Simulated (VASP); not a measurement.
# Mg (Im-3m) in VASP: notebook

Runs on Mg. Level: PBEsol. Tasks: single point, relaxation of cell and atoms.

All numbers are computed with VASP 6.6.1; they aren't measurements. Logs are shortened: lines on timing, memory, paths and dates and some standing lists are left out, and cuts for length are marked.

### Step 1. The cell of the first run

The structure is cubic, space group Im-3m (No. 229). The conventional cell has a = 3.558 Å, b = 3.558 Å, c = 3.558 Å, α = 90.00°, β = 90.00°, γ = 90.00°. Within 4.1 Å of Mg (site symmetry m-3m) lie 14 Mg at 3.08 to 3.56 Å.

### Step 2. Single point, PBEsol

INCAR reads:

```
SYSTEM = Mg
ALGO = Normal
EDIFF = 1E-6
ENCUT = 520
GGA = PS
ISIF = 2
ISMEAR = 0
LASPH = .True.
LCHARG = .True.
LELF = .True.
LREAL = .False.
LVHAR = .True.
LWAVE = .False.
NBANDS = 7
NELM = 100
PREC = Accurate
SIGMA = 0.1
```

KPOINTS reads:

```
k-points
0
Gamma
  16 16 16
  0 0 0
```

POSCAR reads:

```
Mg
1.0
   -1.7791764875      1.7791764875      1.7791764875
    1.7791764875     -1.7791764875      1.7791764875
    1.7791764875      1.7791764875     -1.7791764875
Mg
1
Direct
    0.0000000000      0.0000000000      0.0000000000
```

Potentials or basis: VASP PAW PBE potentials, release 64 (Mg).

Run with:

```console
$ cat potpaw_PBE.64/Mg/POTCAR > POTCAR
$ mpirun -np 1 vasp_std > vasp.out
```

OUTCAR:

```text
SYSTEM = Mg
   EDIFF = 1E-6
   ENCUT = 520
   GGA = PS
   ISIF = 2
   ISMEAR = 0
   LASPH = .True.
   LREAL = .False.
   NELM = 100
   PREC = Accurate

 ion  position               nearest neighbor table
   1  0.000  0.000  0.000-

  LATTYP: Found a body centered cubic cell.
 ALAT       =     3.5583529750

  Lattice vectors:

 A1 = (  -1.7791764875,   1.7791764875,   1.7791764875)
 A2 = (   1.7791764875,  -1.7791764875,   1.7791764875)
 A3 = (   1.7791764875,   1.7791764875,  -1.7791764875)

Analysis of symmetry for initial positions (statically):
=====================================================================
 Subroutine PRICEL returns:
 Original cell was already a primitive cell.

 Routine SETGRP: Setting up the symmetry group for a
 body centered cubic supercell.

 Subroutine GETGRP returns: Found 48 space group operations
 (whereof 48 operations were pure point group operations)
 out of a pool of 48 trial point group operations.

The static configuration has the point symmetry O_h .

Analysis of symmetry for dynamics (positions and initial velocities):
=====================================================================
 Subroutine PRICEL returns:
 Original cell was already a primitive cell.

 Routine SETGRP: Setting up the symmetry group for a
 body centered cubic supercell.

 Subroutine GETGRP returns: Found 48 space group operations
 (whereof 48 operations were pure point group operations)
 out of a pool of 48 trial point group operations.

The dynamic configuration has the point symmetry O_h .

 Subroutine INISYM returns: Found 48 space group operations
 (whereof 48 operations are pure point group operations),
 and found     1 'primitive' translations

----------------------------------------------------------------------------------------

                                     Primitive cell

  volume of cell :      22.5277

  direct lattice vectors                    reciprocal lattice vectors
    -1.779176488  1.779176488  1.779176488     0.000000000  0.281028894  0.281028894
     1.779176488 -1.779176488  1.779176488     0.281028894  0.000000000  0.281028894
     1.779176488  1.779176488 -1.779176488     0.281028894  0.281028894  0.000000000

  length of vectors
     3.081624072  3.081624072  3.081624072     0.397434873  0.397434873  0.397434873

  position of ions in fractional coordinates (direct lattice)
     0.000000000  0.000000000  0.000000000

  ion indices of the primitive-cell ions
   primitive index   ion index
                 1           1

----------------------------------------------------------------------------------------

 KPOINTS: k-points

Automatic generation of k-mesh.
 Grid dimensions read from file:
 generate k-points for:   16   16   16

 Generating k-lattice:

  Cartesian coordinates                     Fractional coordinates (reciprocal lattice)
     0.000000000  0.017564306  0.017564306     0.062500000  0.000000000  0.000000000
     0.017564306  0.000000000  0.017564306     0.000000000  0.062500000  0.000000000
     0.017564306  0.017564306  0.000000000     0.000000000  0.000000000  0.062500000

  Length of vectors
     0.024839680  0.024839680  0.024839680

  Shift w.r.t. Gamma in fractional coordinates (k-lattice)
     0.000000000  0.000000000  0.000000000

 Subroutine IBZKPT returns following result:
 ===========================================

 Found    145 irreducible k-points:

 Following reciprocal coordinates:
            Coordinates               Weight
  0.000000  0.000000  0.000000      1.000000
  0.062500  0.000000  0.000000     12.000000
  0.125000  0.000000  0.000000     12.000000
  0.187500  0.000000  0.000000     12.000000
  0.250000  0.000000  0.000000     12.000000
  0.312500  0.000000  0.000000     12.000000
[... 16 lines left out ...]
  0.187500  0.187500  0.000000     24.000000
  0.250000  0.187500  0.000000     48.000000
 [... further k-points ...]
   k-points           NKPTS =    145   k-points in BZ     NKDIM =    145   number of bands    NBANDS=      7
   number of dos      NEDOS =    301   number of ions     NIONS =      1
   total plane-waves  NPLWV =  13824
   dimension x,y,z NGX =    24 NGY =   24 NGZ =   24
   dimension x,y,z NGXF=    48 NGYF=   48 NGZF=   48
   ions per type =               1
   NGX,Y,Z   is equivalent  to a cutoff of  12.95, 12.95, 12.95 a.u.
   NGXF,Y,Z  is equivalent  to a cutoff of  25.89, 25.89, 25.89 a.u.
 SYSTEM =  Mg
   PREC   = accura    normal or accurate (medium, high low for compatibility)
   ISTART =      0    job   : 0-new  1-cont  2-samecut
   ICHARG =      2    charge: 1-file 2-atom 10-const
   ISPIN  =      1    spin polarized calculation?
   LNONCOLLINEAR =      F non collinear calculations
   LSORBIT =      F    spin-orbit coupling
   LASPH  =      T    aspherical Exc in radial PAW
   ENCUT  =  520.0 eV  38.22 Ry    6.18 a.u.   5.73  5.73  5.73*2*pi/ulx,y,z
   NELM   =    100;   NELMIN=  2; NELMDL= -5     # of ELM steps
   EDIFF  = 0.1E-05   stopping-criterion for ELM
   LREAL  =      F    real-space projection
   EDIFFG = 0.1E-04   stopping-criterion for IOM
   NSW    =      0    number of steps for IOM
   IBRION =     -1    ionic relax: 0-MD 1-quasi-New 2-CG
   NFREE  =      0    steps in history (QN), initial steepest desc. (CG)
   ISIF   =      2    stress and relaxation
   ISYM   =      2    0-nonsym 1-usesym 2-fastsym
   POTIM  = 0.5000    time-step for ionic-motion
   TEBEG  =    0.0;   TEEND  =   0.0 temperature during run
   PSTRESS=    0.0 pullay stress
   NELECT =       2.0000    total number of electrons
   NUPDOWN=      -1.0000    fix difference up-down
   EMIN   =  10.00;   EMAX   =-10.00  energy-range for DOS
   EFERMI =   0.00;   METHOD = LEGACY
   ISMEAR =     0;   SIGMA  =   0.10  broadening in eV -4-tet -1-fermi 0-gaus
   EFERMI_NEDOS =   21; number of points for ismear=-14 and -15
   IALGO  =     38    algorithm
   IMIX   =      4    mixing-type and parameters
     AMIX     =   0.40;   BMIX     =  1.00
     AMIX_MAG =   1.60;   BMIX_MAG =  1.00
  volume/ion in A,a.u.               =      22.53       152.02
  Fermi-wavevector in a.u.,A,eV,Ry     =   0.730319  1.380102  7.256878  0.533366
  Thomas-Fermi vector in A             =   1.822259
   LORBIT       =      0    0 simple, 1 ext, 2 COOP (PROOUT), +10 PAW based schemes
   GGA     = PS    functional components
   LHFCALC =     F    Hartree Fock is set to
   AEXX    =    0.0000 exact exchange contribution
   IVDW    =     0    specifies the selected vdW correction
   LEPSILON=     F    determine dielectric tensor
   LRPA    =     F    only Hartree local field effects (RPA)
 non-spin polarized calculation
 Gauss-broadening in eV      SIGMA  =   0.10
  energy-cutoff  :      520.00
  volume of cell :       22.53
 maximum number of plane-waves:       622
   NGX = 11   NGY = 11   NGZ = 11

 number of electron       2.0000000 magnetization

 Free energy of the ion-electron system (eV)
  ---------------------------------------------------
  ext. energy  EPLUGINS =         0.00000000
  ---------------------------------------------------
  free energy    TOTEN  =        -1.69605913 eV

  energy without entropy =       -1.69378502  energy(sigma->0) =       -1.69492208

 E-fermi :   2.7262     XC(G=0):  -8.5960

 val. band max:        2.7227678692   @ k =  -0.4375  -0.4375   0.1875
 cond. band min:       2.7697047044   @ k =  -0.4375  -0.4375   0.1250
 fundamental gap:      0.0469368352
 Fermi energy:         2.7262227740

 k-point     1 :       0.0000    0.0000    0.0000
  band No.  band energies     occupation
      1      -4.3165      2.00000
      2      15.8311      0.00000
      3      15.8311      0.00000
      4      15.8311      0.00000
      5      17.8753      0.00000
      6      17.8753      0.00000
      7      18.0614      0.00000

 k-point     2 :       0.0625    0.0000    0.0000
  band No.  band energies     occupation
      1      -4.2234      2.00000
      2      14.7362      0.00000
      3      15.3559      0.00000
      4      15.3902      0.00000
      5      16.9379      0.00000
      6      17.1165      0.00000
      7      18.2219      0.00000

 k-point     3 :       0.1250    0.0000    0.0000
  band No.  band energies     occupation
      1      -3.9446      2.00000
      2      12.6299      0.00000
      3      14.4576      0.00000
      4      14.6217      0.00000
      5      15.9207      0.00000
      6      16.6079      0.00000
      7      18.4814      0.00000

 k-point     4 :       0.1875    0.0000    0.0000
  band No.  band energies     occupation
      1      -3.4817      2.00000
      2      10.4619      0.00000
      3      13.5673      0.00000
      4      13.8926      0.00000
      5      15.0393      0.00000
      6      16.0775      0.00000
      7      18.9410      0.00000

 k-point     5 :       0.2500    0.0000    0.0000
  band No.  band energies     occupation
      1      -2.8376      2.00000
      2       8.3907      0.00000
      3      12.7997      0.00000
      4      13.2774      0.00000
      5      14.3144      0.00000
      6      15.5374      0.00000
      7      19.5760      0.00000

 k-point     6 :       0.3125    0.0000    0.0000
  band No.  band energies     occupation
      1      -2.0160      2.00000
      2       6.4510      0.00000
      3      12.1889      0.00000
      4      12.7942      0.00000
      5      13.7502      0.00000
      6      15.0548      0.00000
      7      20.1787      0.00000

 k-point     7 :       0.3750    0.0000    0.0000
  band No.  band energies     occupation
      1      -1.0226      2.00000
      2       4.6568      0.00000
      3      11.7476      0.00000
      4      12.4482      0.00000
      5      13.3476      0.00000
      6      14.6797      0.00000
      7      20.8898      0.00000

 k-point     8 :       0.4375    0.0000    0.0000
  band No.  band energies     occupation
      1       0.1303      2.00000
      2       3.0231      0.00003
      3      11.4812      0.00000
      4      12.2405      0.00000
      5      13.1062      0.00000
      6      14.4434      0.00000
      7      21.6127      0.00000

 k-point     9 :       0.5000    0.0000    0.0000
  band No.  band energies     occupation
      1       1.1929      2.00000
      2       1.8001      2.00000
      3      11.3922      0.00000
      4      12.1712      0.00000
      5      13.0258      0.00000
      6      14.3629      0.00000
      7      21.9996      0.00000

 k-point    10 :       0.0625    0.0625    0.0000
  band No.  band energies     occupation
      1      -4.0374      2.00000
      2      13.6102      0.00000
      3      13.8831      0.00000
      4      14.9438      0.00000
      5      16.5336      0.00000
      6      16.9268      0.00000
      7      18.5006      0.00000

 k-point    11 :       0.1250    0.0625    0.0000
  band No.  band energies     occupation
      1      -3.6666      2.00000
      2      11.5646      0.00000
      3      12.8494      0.00000
      4      14.1802      0.00000
      5      15.9035      0.00000
      6      16.7947      0.00000
      7      18.2694      0.00000
[... 51 lines left out ...]
 k-point    17 :       0.1250    0.1250    0.0000
  band No.  band energies     occupation
      1      -3.2051      2.00000
      2      10.3940      0.00000
      3      11.0333      0.00000
      4      13.4668      0.00000
      5      15.9470      0.00000
      6      16.7416      0.00000
      7      19.1535      0.00000

 k-point    18 :       0.1875    0.1250   -0.0000
  band No.  band energies     occupation
      1      -2.5629      2.00000
      2       8.5663      0.00000
      3      10.0721      0.00000
      4      12.8091      0.00000
      5      15.5668      0.00000
      6      16.9400      0.00000
      7      18.8062      0.00000

 k-point    19 :       0.2500    0.1250    0.0000
  band No.  band energies     occupation
      1      -1.7438      2.00000
      2       6.6744      0.00000
      3       9.4528      0.00000
      4      12.2758      0.00000
      5      15.0879      0.00000
      6      17.2231      0.00000
      7      18.7001      0.00000

 k-point    20 :       0.3125    0.1250    0.0000
  band No.  band energies     occupation
      1      -0.7536      2.00000
      2       4.9005      0.00000
      3       9.0204      0.00000
      4      11.8871      0.00000
      5      14.7098      0.00000
      6      17.2331      0.00000
      7      19.1554      0.00000

 k-point    21 :       0.3750    0.1250    0.0000
  band No.  band energies     occupation
      1       0.3946      2.00000
      2       3.2787      0.00000
      3       8.7621      0.00000
      4      11.6514      0.00000
      5      14.4748      0.00000
      6      17.1284      0.00000
      7      19.9485      0.00000

 k-point    22 :       0.4375    0.1250   -0.0000
  band No.  band energies     occupation
      1       1.4468      2.00000
      2       2.0683      2.00000
      3       8.6761      0.00000
      4      11.5724      0.00000
      5      14.3955      0.00000
      6      17.0808      0.00000
      7      20.5200      0.00000

 k-point    23 :       0.1875    0.1875    0.0000
  band No.  band energies     occupation
      1      -1.8344      2.00000
      2       7.5821      0.00000
      3       8.4177      0.00000
      4      12.2110      0.00000
      5      15.8707      0.00000
      6      16.8234      0.00000
      7      20.2751      0.00000

 k-point    24 :       0.2500    0.1875    0.0000
  band No.  band energies     occupation
      1      -0.9325      2.00000
      2       6.0166      0.00000
      3       7.6290      0.00000
      4      11.7432      0.00000
      5      15.7330      0.00000
      6      17.2712      0.00000
      7      19.9619      0.00000

 [... further k-points ...]
[... 5 lines left out ...]
  --------------------------------------------------------------------------------------
  -------------------------------------------------------------------------------------
  Total       -0.0143435     -0.0143435     -0.0143435     -0.0000000      0.0000000      0.0000000
  in kB       -1.0201107     -1.0201107     -1.0201107     -0.0000000      0.0000000      0.0000000
  external PRESSURE =      -1.0201107 kB  Pullay stress =       0.0000000 kB

 VOLUME and BASIS-vectors are now :
 -----------------------------------------------------------------------------
  energy-cutoff  :      520.00
  volume of cell :       22.53
      direct lattice vectors                 reciprocal lattice vectors
    -1.779176488  1.779176488  1.779176488     0.000000000  0.281028894  0.281028894
     1.779176488 -1.779176488  1.779176488     0.281028894  0.000000000  0.281028894
     1.779176488  1.779176488 -1.779176488     0.281028894  0.281028894  0.000000000

 POSITION                                       TOTAL-FORCE (eV/Angst)
 -----------------------------------------------------------------------------------
      0.00000      0.00000      0.00000        -0.000000      0.000000     -0.000000
 -----------------------------------------------------------------------------------
    total drift:                                0.000000      0.000000      0.000000

  FREE ENERGIE OF THE ION-ELECTRON SYSTEM (eV)
  ---------------------------------------------------
  free  energy   TOTEN  =        -1.6960591331 eV

  energy  without entropy=       -1.6937850232  energy(sigma->0) =       -1.69492208
```

It took 6.8 s on 1 thread of Intel Xeon Platinum 8488C (Sapphire Rapids), shared host; peak memory 0.14 GiB.

What came out:

| Quantity | Value |
| --- | --- |
| Free energy | -1.6961 eV |
| Pressure | -0.1 GPa |
| Band gap on the k mesh | zero (band 1 reaches 6.61 eV, above the bottom of band 2 at 1.80 eV) |

Caveat: the PAW data sets were made with another functional, which shifts forces and pressure a little.

### Step 3. Relaxation of cell and atoms, PBEsol

INCAR reads:

```
SYSTEM = Mg
  PREC = Accurate
  ENCUT = 600
  EDIFF = 1E-7
  ISMEAR = 0
  SIGMA = 0.1
  LREAL = .FALSE.
  LASPH = .TRUE.
  NELM = 80
  ALGO = Normal
  ISIF = 3
  LWAVE = .FALSE.
  LCHARG = .FALSE.
  GGA = PS
  IBRION = 2
  NSW = 80
  EDIFFG = -0.01
```

KPOINTS reads:

```
regular mesh
0
G
  16 16 16
  0 0 0
```

POSCAR is that of step 2.

Potentials or basis: VASP PAW PBE potentials, release 64 (Mg).

Run with:

```console
$ cat potpaw_PBE.64/Mg/POTCAR > POTCAR
$ mpirun -np 1 vasp_std > vasp.out
```

Run time: 12 s. Hardware: 1 thread of Intel Xeon Platinum 8488C (Sapphire Rapids), shared host; peak memory 0.17 GiB.

The run converged. Its results:

| Quantity | Value |
| --- | --- |
| Free energy | -1.6962 eV |
| Relaxed volume | 22.48 Å³/atom |
| Relaxed cell | a = 3.079 Å, b = 3.079 Å, c = 3.079 Å, α = 109.47°, β = 109.47°, γ = 109.47° |
| Space group after relaxing (to 0.05 Å) | Im-3m (No. 229) |
| Energy gained by relaxing | 0.0 meV/atom |
| Ionic steps | 2 |
| Pressure after relaxing | 0.0 GPa |
| Band gap on the k mesh | zero (band 1 reaches 6.63 eV, above the bottom of band 2 at 1.81 eV) |

Final structure:
```
Mg
1.0
    -1.77794    1.77794    1.77794
     1.77794   -1.77794    1.77794
     1.77794    1.77794   -1.77794
Mg
1
Direct
  0.00000 0.00000 0.00000
```

Levels at points of the mesh, in eV from the Fermi level:
```tsv
k point	band 1	band 2	band 3	band 4	band 5
(0.00, 0.00, 0.00)	-7.05	13.12	13.12	13.12	15.17
(0.50, 0.00, 0.00)	-1.54	-0.93	8.67	9.46	10.31
(0.50, 0.50, 0.50)	3.89	3.89	3.89	3.99	3.99
```

Caveat: the PAW data sets were made with another functional, which shifts forces and pressure a little.

### Step 4. Single point, PBEsol

This run uses another cell than the first one, of 25.90 Å³/atom, 1.150 times its volume.

INCAR reads:

```
PREC = Accurate ; ENCUT = 600
EDIFF = 1E-6 ; ISMEAR = 0
SIGMA = 0.1 ; LREAL = F
LASPH = T ; NELM = 120
ALGO = Normal ; ISIF = 2
LWAVE = F ; LCHARG = F
GGA = PS ; NBANDS = 7
GGA_COMPAT = F
```

KPOINTS reads:

```
regular mesh
0
Gamma
  6 6 6
```

POSCAR reads:

```
Mg
1.0
   -1.8639160872      1.8639160872      1.8639160872
    1.8639160872     -1.8639160872      1.8639160872
    1.8639160872      1.8639160872     -1.8639160872
Mg
1
Direct
    0.0000000000      0.0000000000      0.0000000000
```

Run with:

```console
$ cat potpaw_PBE.64/Mg/POTCAR > POTCAR
$ mpirun -np 1 vasp_std > vasp.out
```

Wall time 8.2 s (1 thread of Intel Xeon 8259CL, shared host); peak memory 0.15 GiB.

The run converged. Its results:

```yaml
Free_energy: -1.6575 eV
Pressure: -3.9 GPa
Band_gap_on_the_k_mesh: zero (band 1 reaches 5.53 eV, above the bottom of band 2 at 1.08 eV)
```

Levels at points of the mesh, in eV from the Fermi level:
```
           k point  band 1  band 2  band 3  band 4  band 5
(0.00, 0.00, 0.00)   -6.61   12.04   12.04   12.04   13.39
(0.50, 0.00, 0.00)   -1.48   -1.10    8.02    8.26    9.25
(0.50, 0.50, 0.50)    3.35    3.35    3.35    3.79    3.79
```

Caveat: the k points lie up to 0.40 Å⁻¹ apart; the PAW data sets were made with another functional, which shifts forces and pressure a little.

### Step 5. Summary

| task | cell | k mesh | cutoff (eV) | gap on the mesh (eV) | pressure (GPa) |
| --- | --- | --- | --- | --- | --- |
| single point | a = 3.082 Å, angles 109.5°, 1 atom | 16 × 16 × 16 | 520 | none | -0.1 |
| relaxation of cell and atoms | relaxed from a = 3.082 Å, angles 109.5°, 1 atom | 16 × 16 × 16 | 600 | none | 0.0 |
| single point | a = 3.228 Å, angles 109.5°, 1 atom | 6 × 6 × 6 | 600 | none | -3.9 |

Alike in all rows: level PBEsol; potentials or basis VASP PAW PBE potentials, release 64 (Mg); no spin polarisation; smearing gaussian 0.1 eV.

Caveats: some runs use coarse meshes; the PAW data sets were made with another functional, which shifts forces and pressure a little.

Absolute energies hang on the potentials; compare differences alone.
